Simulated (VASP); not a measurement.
Write the native input for VASP 6.6.1 that does the following.

| Quantity | Value |
| --- | --- |
| Task | single point |
| Functional | r2SCAN |
| Potentials or basis | VASP PAW PBE potentials, release 64 (Tc_pv) |
| Cutoff | 520 eV |
| k mesh | 18 × 18 × 10 |
| Occupations | gaussian, width 0.05 eV |
| Spin | no spin polarisation |
| Dipole correction | no |
| Further INCAR settings | ALGO = Normal; EDIFF = 1e-07; NBANDS = 20 |

Tc:

```
Tc
1.0
     2.77253    0.00000    0.00000
    -1.38627    2.40108    0.00000
     0.00000    0.00000    4.43566
Tc
2
Direct
  0.33333 0.66667 0.25000
  0.66667 0.33333 0.75000
```

The input as run:

POSCAR

```
Tc
1.0
    2.7725331525      0.0000000000      0.0000000000
   -1.3862665762      2.4010841429      0.0000000000
    0.0000000000      0.0000000000      4.4356583679
Tc
2
Direct
    0.3333333333      0.6666666667      0.2500000000
    0.6666666667      0.3333333333      0.7500000000
```

INCAR.step1

```
PREC = Accurate
ENCUT = 520
ISMEAR = 0
SIGMA = 0.05
LREAL = False
LASPH = True
NELM = 100
NBANDS = 20
GGA = PE
ALGO = Normal
EDIFF = 1E-4
LWAVE = True
LCHARG = False
```

INCAR.step2

```
PREC = Accurate
ENCUT = 520
EDIFF = 1E-7
ISMEAR = 0
SIGMA = 0.05
LREAL = False
LASPH = True
NELM = 100
ALGO = Normal
ISIF = 2
LWAVE = False
LCHARG = False
METAGGA = R2SCAN
LMIXTAU = True
NBANDS = 20
ISTART = 1
```

KPOINTS

```
Automatic mesh
0
Gamma
  18 18 10
```

Potentials or basis: VASP PAW PBE potentials, release 64 (Tc_pv).

Launch:

```sh
$ cat potpaw_PBE.64/Tc_pv/POTCAR > POTCAR
$ cp INCAR.step1 INCAR
$ mpirun -np 1 vasp_std > vasp.out
$ cp INCAR.step2 INCAR
$ mpirun -np 1 vasp_std > vasp.out
```

Results of the run:

The pressure is -11.1 GPa. The band gap on the k mesh is zero (bands 13 and 14 overlap by 3.40 eV).

Caveat: the cell stands under tension; the PAW data sets were made with another functional, which shifts forces and pressure a little.

Wall time 2.5 min on 1 thread of Intel(R) Xeon(R) 6975P-C (Granite Rapids) (shared host), peak memory 0.24 GiB.
